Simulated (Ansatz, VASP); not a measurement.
One calculation of C, two programs

POSCAR

```
C
1.0
    6.1765885606      0.0000000001      0.0000000000
   -3.0882942803      5.3490826021      0.0000000000
    0.0000000000      0.0000000000      1.3253753355
C
3
Direct
    0.0000000000      1.0000000000      0.0000000000
    0.3333333333      0.6666666667      0.5000000000
    0.6666666667      0.3333333333      0.5000000000
```

File INCAR.step1:

```
  ALGO = Normal
  EDIFF = 1E-4
  ENCUT = 520
  GGA = PE
  ISMEAR = -1
  LASPH = True
  LCHARG = False
  LREAL = False
  LWAVE = True
  NBANDS = 13
  NELM = 60
  PREC = Accurate
  SIGMA = 0.1
```

INCAR.step2

```
  ALGO = Normal
  EDIFF = 1E-6
  ENCUT = 520
  ISIF = 2
  ISMEAR = -1
  ISTART = 1
  LASPH = True
  LCHARG = False
  LMIXTAU = True
  LREAL = False
  LWAVE = False
  METAGGA = R2SCAN
  NBANDS = 13
  NELM = 60
  PREC = Accurate
  SIGMA = 0.1
```

KPOINTS

```
k-points
0
Gamma
  7 7 27
```

Input for Ansatz:

```yaml
crystal:
  lattice:
    - [6.1765885606, 1.0e-10, 0.0]
    - [-3.0882942803, 5.3490826021, 0.0]
    - [0.0, 0.0, 1.3253753355]
  atoms:
    - { symbol: C, position: [0.0, 1.0, 0.0] }
    - { symbol: C, position: [0.3333333333, 0.6666666667, 0.5] }
    - { symbol: C, position: [0.6666666667, 0.3333333333, 0.5] }
hamiltonian:
  xc: r2scan
  pseudopotentials:
    kind: paw
    azcp:
      C: "pseudopotentials/C.paw.azcp"
basis:
  ecutwfc: 500
  fft_grid_basis: typed
kpoints:
  mp_grid: { grid: [7, 7, 27], shift: [0, 0, 0] }
magnetization:
  spin_polarized: false
scf:
  occupations: { method: fermi_dirac, width: 0.1 }
  lower_state_search: "off"
output:
  stress: true
```

Alike in both runs: task single point; functional r2SCAN; k mesh 7 × 7 × 27; occupations fermi-dirac, width 0.1 eV; no spin polarisation.

|  | VASP | Ansatz |
| --- | --- | --- |
| version | VASP 6.6.1 | Ansatz 0.2.0 |
| potentials or method | VASP PAW PBE potentials, release 64 (C), cutoff 520 eV | plane waves (500 eV) with PAW, scalar-relativistic |
| valence electrons in the cell | 12 | 12 |

Ansatz gave:

| Item | Value |
| --- | --- |
| pressure (GPa) | -16.8 |
| traceless stress, the component that is largest in VASP (GPa) | -34.25 |

Question: Which values does VASP return?

Answer: Pressure (GPa): -16.7; traceless stress, the component that is largest in VASP (GPa): -33.96.

VASP's potentials were made for PBE, not for r2SCAN.
